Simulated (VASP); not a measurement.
# PbF2 (Fm-3m) in VASP: further runs, part 2 of 2

VASP 6.6.1. The steps go on from the part before.

### 5 Single point, r2SCAN+D3(BJ)

This run uses another cell than the first one, of 17.35 Å³/atom.

POSCAR reads:

```
PbF2
1.0
    0.0000000000      2.9636600000      2.9636600000
    2.9636600000      0.0000000000      2.9636600000
    2.9636600000      2.9636600000      0.0000000000
Pb F
1 2
Direct
    0.0000000000      0.0000000000      0.0000000000
    0.7500000000      0.7500000000      0.7500000000
    0.2500000000      0.2500000000      0.2500000000
```

INCAR.step1 reads:

```
ALGO = Normal ; EDIFF = 1E-5
ENCUT = 660 ; GGA = PE
GGA_COMPAT = F ; ISMEAR = -1
LASPH = T ; LCHARG = F
LREAL = F ; LWAVE = T
NBANDS = 21 ; NELM = 120
PREC = Accurate ; SIGMA = 0.05
```

INCAR.step2 reads:

```
ALGO = Normal ; EDIFF = 1E-6
ENCUT = 660 ; GGA_COMPAT = F
ISIF = 2 ; ISMEAR = -1
ISTART = 1 ; IVDW = 12
LASPH = T ; LCHARG = F
LMIXTAU = T ; LREAL = F
LWAVE = F ; METAGGA = R2SCAN
NBANDS = 21 ; NELM = 120
PREC = Accurate ; SIGMA = 0.05
VDW_A1 = 0.49484001 ; VDW_A2 = 5.73083694
VDW_S6 = 1.0 ; VDW_S8 = 0.78981345
```

KPOINTS reads:

```
k-points
0
Gamma
  8 8 8
```

Potentials or basis: VASP PAW PBE potentials, release 64 (Pb_d, F).

On the command line:

```bash
$ cat potpaw_PBE.64/Pb_d/POTCAR potpaw_PBE.64/F/POTCAR > POTCAR
$ cp INCAR.step1 INCAR
$ mpirun -np 1 vasp_std > vasp.out
$ cp INCAR.step2 INCAR
$ mpirun -np 1 vasp_std > vasp.out
```

OUTCAR:

```text
EDIFF = 1E-6
   ENCUT = 660
   ISIF = 2
   ISMEAR = -1
   ISTART = 1
   IVDW = 12
   LASPH = T
   LREAL = F
   METAGGA = R2SCAN
   NELM = 120
   PREC = Accurate
 IVDW          = 12

 ion  position               nearest neighbor table
   1  0.000  0.000  0.000-   2 2.57   2 2.57   2 2.57   3 2.57   3 2.57   3 2.57   3 2.57   2 2.57

   2  0.750  0.750  0.750-   1 2.57   1 2.57   1 2.57   1 2.57
   3  0.250  0.250  0.250-   1 2.57   1 2.57   1 2.57   1 2.57

  LATTYP: Found a face centered cubic cell.
 ALAT       =     5.9273200000

  Lattice vectors:

 A1 = (   0.0000000000,   2.9636600000,   2.9636600000)
 A2 = (   2.9636600000,   0.0000000000,   2.9636600000)
 A3 = (   2.9636600000,   2.9636600000,   0.0000000000)

Analysis of symmetry for initial positions (statically):
=====================================================================
 Subroutine PRICEL returns:
 Original cell was already a primitive cell.

 Routine SETGRP: Setting up the symmetry group for a
[... 165 lines left out ...]
  free energy    TOTEN  =       -70.16931297 eV

  energy without entropy =      -70.16931297  energy(sigma->0) =      -70.16931297

 E-fermi :   2.7240     XC(G=0): -10.0091

 val. band max:        1.5054371744   @ k =  -0.2500   0.5000   0.2500
 cond. band min:       6.4407417616   @ k =   0.5000   0.5000   0.0000
 fundamental gap:      4.9353045872
 Fermi energy:         2.7239647405

 k-point     1 :       0.0000    0.0000    0.0000
  band No.  band energies     occupation
      1     -20.8797      2.00000
      2     -20.2918      2.00000
      3     -13.3583      2.00000
      4     -13.3583      2.00000
      5     -13.3583      2.00000
      6     -13.3082      2.00000
[... 565 lines left out ...]
     20      18.3216      0.00000
     21      18.7114      0.00000

 [... further k-points ...]

------------------------ aborting loop because EDIFF is reached ----------------------------------------

 Edisp (eV)   -0.21678

 E8    (eV) :    -0.0729

  FORCE on cell =-STRESS in cart. coord.  units (eV):
  Direction    XX          YY          ZZ          XY          YZ          ZX
  --------------------------------------------------------------------------------------
  -------------------------------------------------------------------------------------
  Total      -0.35293    -0.35293    -0.35293     0.00000     0.00000     0.00000
  in kB     -10.86129   -10.86129   -10.86129     0.00000     0.00000     0.00000
  external pressure =      -10.86 kB  Pullay stress =        0.00 kB

 VOLUME and BASIS-vectors are now :
 -----------------------------------------------------------------------------
  energy-cutoff  :      660.00
  volume of cell :       52.06
      direct lattice vectors                 reciprocal lattice vectors
     0.000000000  2.963660000  2.963660000    -0.168710311  0.168710311  0.168710311
     2.963660000  0.000000000  2.963660000     0.168710311 -0.168710311  0.168710311
     2.963660000  2.963660000  0.000000000     0.168710311  0.168710311 -0.168710311

 POSITION                                       TOTAL-FORCE (eV/Angst)
 -----------------------------------------------------------------------------------
      0.00000      0.00000      0.00000        -0.000000      0.000000      0.000000
      4.44549      4.44549      4.44549         0.000000      0.000000     -0.000000
      1.48183      1.48183      1.48183        -0.000000     -0.000000      0.000000
 -----------------------------------------------------------------------------------
    total drift:                                0.000000      0.000000      0.000000

  FREE ENERGIE OF THE ION-ELECTRON SYSTEM (eV)
  ---------------------------------------------------
  free  energy   TOTEN  =       -70.3860957942 eV

  energy  without entropy=      -70.3860957942  energy(sigma->0) =      -70.38609579
```

Wall time 2 min (1 thread of AMD EPYC 9R45 (Zen 5), shared host); peak memory 0.21 GiB.

Results:

| Property | Result |
| --- | --- |
| Free energy | -70.3861 eV |
| Pressure | -1.1 GPa |
| Band gap on the k mesh | 4.94 eV (least direct gap 5.08 eV) |
| Dispersion energy per atom | -0.072 eV |

Levels at points of the mesh, in eV from the valence-band top:
| k point | band 12 | band 13 | band 14 | band 15 | band 16 | band 17 |
| --- | --- | --- | --- | --- | --- | --- |
| (0.00, 0.00, 0.00) | -2.14 | -2.14 | -2.14 | 7.30 | 7.30 | 7.30 |
| (0.50, 0.00, 0.00) | -2.32 | -2.32 | -0.06 | 5.38 | 8.24 | 8.24 |
| (0.50, 0.50, 0.00) | -1.73 | -1.73 | -0.14 | 4.94 | 8.45 | 8.45 |

Caveat: three body term missing; the PAW data sets were made with another functional, which shifts forces and pressure a little; spin-orbit coupling is left out, which moves the levels of the heavy elements. r2SCAN opens gaps a little over a GGA but as a rule still falls short of measured ones.

### 6 Single point, r2SCAN+D4

This run uses another cell than the first one, of 17.51 Å³/atom.

POSCAR reads:

```
PbF2
1.0
    0.0000000000      2.9722464989      2.9722464989
    2.9722464989      0.0000000000      2.9722464989
    2.9722464989      2.9722464989      0.0000000000
Pb F
1 2
Direct
    0.0000000000      0.0000000000      0.0000000000
    0.7500000000      0.7500000000      0.7500000000
    0.2500000000      0.2500000000      0.2500000000
```

INCAR.step1 is that of step 5.

INCAR.step2 reads:

```
ALGO = Normal ; EDIFF = 1E-6
ENCUT = 660 ; GGA_COMPAT = F
ISIF = 2 ; ISMEAR = -1
ISTART = 1 ; IVDW = 13
LASPH = T ; LCHARG = F
LMIXTAU = T ; LREAL = F
LWAVE = F ; METAGGA = R2SCAN
NBANDS = 21 ; NELM = 120
PREC = Accurate ; SIGMA = 0.05
VDW_A1 = 0.51559235 ; VDW_A2 = 5.77342911
VDW_S6 = 1.0 ; VDW_S8 = 0.6018749
```

KPOINTS is that of step 5.

Potentials or basis: VASP PAW PBE potentials, release 64 (Pb_d, F).

On the command line:

```bash
$ cat potpaw_PBE.64/Pb_d/POTCAR potpaw_PBE.64/F/POTCAR > POTCAR
$ cp INCAR.step1 INCAR
$ mpirun -np 1 vasp_std > vasp.out
$ cp INCAR.step2 INCAR
$ mpirun -np 1 vasp_std > vasp.out
```

Wall time 2 min (1 thread of AMD EPYC 9R45 (Zen 5), shared host); peak memory 0.2 GiB.

Results (log left out):

```
Free energy                : -70.3679 eV
Pressure                   : -0.1 GPa
Band gap on the k mesh     : 4.94 eV (least direct gap 5.08 eV)
Dispersion energy per atom : -0.067 eV
```

Levels at points of the mesh, in eV from the valence-band top:
```csv
k point,band 11,band 12,band 13,band 14,band 15,band 16,band 17,band 18
"(0.00, 0.00, 0.00)",-2.59,-2.08,-2.08,-2.08,7.30,7.30,7.30,10.67
"(0.50, 0.00, 0.00)",-2.76,-2.26,-2.26,-0.06,5.39,8.21,8.21,13.44
"(0.50, 0.50, 0.00)",-1.68,-1.68,-1.67,-0.14,4.94,8.42,8.42,9.10
```

Caveat: the PAW data sets were made with another functional, which shifts forces and pressure a little; spin-orbit coupling is left out, which moves the levels of the heavy elements. r2SCAN opens gaps a little over a GGA but as a rule still falls short of measured ones.

### 7 Overview

```csv
level,cell,gap on the mesh (eV),pressure (GPa)
r2SCAN+D3(BJ),"a = 4.175 Å, angles 60.0°, 3 atoms",4.93,-0.2
r2SCAN+D3(BJ),"a = 4.177 Å, angles 60.0°, 3 atoms",4.93,-0.3
r2SCAN,"a = 4.187 Å, angles 60.0°, 3 atoms",4.93,-0.2
r2SCAN+D3(BJ),"a = 4.191 Å, angles 60.0°, 3 atoms",4.94,-1.1
r2SCAN+D4,"a = 4.203 Å, angles 60.0°, 3 atoms",4.94,-0.1
```

Alike in all rows: task single point; potentials or basis VASP PAW PBE potentials, release 64 (Pb_d, F); no spin polarisation; k mesh 8 × 8 × 8; cutoff (eV) 660; smearing fermi-dirac 0.05 eV.

Caveats: the PAW data sets were made with another functional, which shifts forces and pressure a little; spin-orbit coupling is left out, which moves the levels of the heavy elements; three body term missing (at least some runs).

Absolute energies hang on the potentials; compare differences alone.
